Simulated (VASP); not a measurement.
Nb:

```
Nb
1.0
     0.00000    2.11500    2.11500
     2.11500    0.00000    2.11500
     2.11500    2.11500    0.00000
Nb
1
Direct
  0.00000 0.00000 0.00000
```

* Program: VASP 6.6.1
* Task: relaxation of cell and atoms
* Functional: LDA
* Potentials or basis: VASP PAW LDA potentials, release 64 (Nb_sv)
* Cutoff: 500 eV
* k mesh: 8 × 8 × 8
* Occupations: gaussian, width 0.1 eV
* Spin: no spin polarisation

At the start: pressure -11.1 GPa; volume 18.92 Å³/atom.

Question: Where does the relaxation end?

Answer: Over 3 steps the energy falls by 45.8 meV/atom and the volume is 17.70 Å³/atom (-6.5 %); space group Fm-3m (No. 225, to 0.05 Å).

The path:
```
step  energy change (eV)  largest force (eV/Å)  pressure (GPa)  volume (Å³)
   1              0.0000                0.0000          -11.08        18.92
   2              0.1274                0.0000           29.59        15.56
   3             -0.0458                0.0000           -0.40        17.70
```

Final structure:
```xyz
1
Lattice="0.0000 2.0684 2.0684 2.0684 0.0000 2.0684 2.0684 2.0684 0.0000" Properties=species:S:1:pos:R:3 pbc="T T T"
Nb    0.0000    0.0000    0.0000
```
